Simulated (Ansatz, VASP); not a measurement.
# Two plane-wave programs on Na

```
Na
1.0
     3.59330    0.00000    0.00000
    -1.79665    3.11189    0.00000
     0.00000    0.00000    3.35749
Na
1
Cartesian
  0.0000 0.0000 0.0000
```

Alike in both runs: task single point; functional PBE; k mesh 6 × 6 × 6; occupations gaussian, width 0.1 eV; no spin polarisation.

```csv
,VASP,Ansatz
version,VASP 6.6.1,Ansatz 0.2.0
potentials or method,"VASP PAW PBE potentials, release 64 (Na_pv), cutoff 520 eV","scalar-relativistic, plane waves, PAW"
valence electrons in the cell,7,9
```

|  | VASP | Ansatz | Ansatz less VASP |
| --- | --- | --- | --- |
| gap on the k mesh at the Fermi level (eV) | none | none | - |
| pressure (GPa) | 0.2 | 0.2 | 0.00 |

A gap of «none» marks a metal or a gap that the smearing closes. VASP's potentials hold 7 valence electrons a cell and Ansatz's 9, so a difference there can come from the potentials and not from the codes.
